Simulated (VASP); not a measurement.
Wanted: the native input for a VASP 6.6.1 run.

```
Task                   : electric field gradients
Functional             : PBEsol
Potentials or basis    : VASP PAW PBE potentials, release 64 (Li_sv)
Cutoff                 : 520 eV
k mesh                 : 15 × 15 × 15
Occupations            : fermi-dirac, width 0.08 eV
Spin                   : no spin polarisation
Dipole correction      : no
Further INCAR settings : ALGO = Normal; EDIFF = 1e-08; NBANDS = 8
```

The structure of Li lies in POSCAR:

```
Li
1.0
   -1.7203332519      1.7203332519      1.7203332519
    1.7203332519     -1.7203332519      1.7203332519
    1.7203332519      1.7203332519     -1.7203332519
Li
1
Direct
    0.0000000000      0.0000000000      0.0000000000
```

This cell differs from its parent crystal: volume scaled by 0.95.

These files were run (other wordings do the same):

INCAR

```
  PREC = Accurate
  ENCUT = 520
  EDIFF = 1E-8
  ISMEAR = -1
  SIGMA = 0.08
  LREAL = False
  LASPH = True
  NELM = 60
  ALGO = Normal
  ISIF = 2
  LWAVE = False
  LCHARG = False
  GGA = PS
  LEFG = True
  NBANDS = 8
```

KPOINTS

```
regular mesh
0
Gamma
  15 15 15
```

Potentials or basis: VASP PAW PBE potentials, release 64 (Li_sv).

The run is started by

```bash
$ cat potpaw_PBE.64/Li_sv/POTCAR > POTCAR
$ mpirun -np 1 vasp_std > vasp.out
```

Run time: 20 s on 1 thread of AMD EPYC 7R13 (shared host), peak memory 0.11 GiB.
